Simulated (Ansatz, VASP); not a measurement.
## One calculation of MgZr2CdO6, two programs

INCAR

```
PREC = Accurate
ENCUT = 520
EDIFF = 1E-6
ISMEAR = -1
SIGMA = 0.1
LREAL = False
LASPH = True
NELM = 100
ALGO = Normal
ISIF = 2
LWAVE = False
LCHARG = False
GGA = PE
IVDW = 13
NBANDS = 48
```

The input KPOINTS:

```
Automatic mesh
0
Gamma
  4 4 4
```

Contents of POSCAR:

```
MgZr2CdO6
1.0
    2.5742170000      4.4586710000      0.0000000000
   -2.5742170000      4.4586710000      0.0000000000
    0.0000000000     -2.9724470000      5.6190570000
Cd Mg Zr O
1 1 2 6
Direct
    0.0000000000      0.0000000000      0.0000000000
    0.5000000000      0.5000000000      0.5000000000
    0.2435000000      0.2435000000      0.7305000000
    0.7565000000      0.7565000000      0.2695000000
    0.7618000000      0.7662000000      0.8367000000
    0.3087000000      0.7618000000      0.8367000000
    0.7662000000      0.3087000000      0.8367000000
    0.2382000000      0.2338000000      0.1633000000
    0.6913000000      0.2382000000      0.1633000000
    0.2338000000      0.6913000000      0.1633000000
```

Input for Ansatz:

```yaml
crystal:
  lattice:
    - [2.574217, 4.458671, 0.0]
    - [-2.574217, 4.458671, 0.0]
    - [0.0, -2.972447, 5.619057]
  atoms:
    - { symbol: Cd, position: [0.0, 0.0, 0.0] }
    - { symbol: Mg, position: [0.5, 0.5, 0.5] }
    - { symbol: Zr, position: [0.2435, 0.2435, 0.7305] }
    - { symbol: Zr, position: [0.7565, 0.7565, 0.2695] }
    - { symbol: O, position: [0.7618, 0.7662, 0.8367] }
    - { symbol: O, position: [0.3087, 0.7618, 0.8367] }
    - { symbol: O, position: [0.7662, 0.3087, 0.8367] }
    - { symbol: O, position: [0.2382, 0.2338, 0.1633] }
    - { symbol: O, position: [0.6913, 0.2382, 0.1633] }
    - { symbol: O, position: [0.2338, 0.6913, 0.1633] }
  symmetry: { tolerance: 0.0003 }
kpoints:
  mp_grid: { grid: [4, 4, 4], shift: [0, 0, 0] }
magnetization:
  spin_polarized: false
scf:
  occupations: { method: fermi_dirac }
  n_extra_bands: 4
hamiltonian:
  pseudopotentials: { kind: paw }
  xc: pbe
  dispersion: d4
basis:
  ecutwfc: 420
output:
  forces: true
  stress: true
  eigenvalues: true
```

Alike in both runs: task single point; functional PBE; dispersion D4; k mesh 4 × 4 × 4; no spin polarisation.

|  | VASP | Ansatz |
| --- | --- | --- |
| version | VASP 6.6.1 | Ansatz 0.2.0 |
| potentials or method | VASP PAW PBE potentials, release 64 (Cd, Mg, Zr_sv, O), cutoff 520 eV | PAW plane waves |
| occupations | fermi-dirac, width 0.1 eV | fermi-dirac |
| valence electrons in the cell | 74 | 90 |

|  | VASP | Ansatz | Ansatz less VASP |
| --- | --- | --- | --- |
| gap on the k mesh at the Fermi level (eV) | none | none | - |
| pressure (GPa) | 10.6 | 7.5 | -3.10 |
| traceless stress, the component that is largest in VASP (GPa) | -15.51 | -14.36 | +1.154 |
| rms of the force components (eV/Å) | 2.853 | 2.582 | -0.2706 |

Atom by atom the forces differ by 0.320 eV/Å (rms over components). A gap of «none» marks a metal or a gap that the smearing closes. VASP's potentials hold 74 valence electrons a cell and Ansatz's 90, so a difference there can come from the potentials and not from the codes. Ansatz's warnings: dispersion switch in reach, structure snapped to symmetry.

The k mesh is coarse, so the values compare programs but aren't converged.
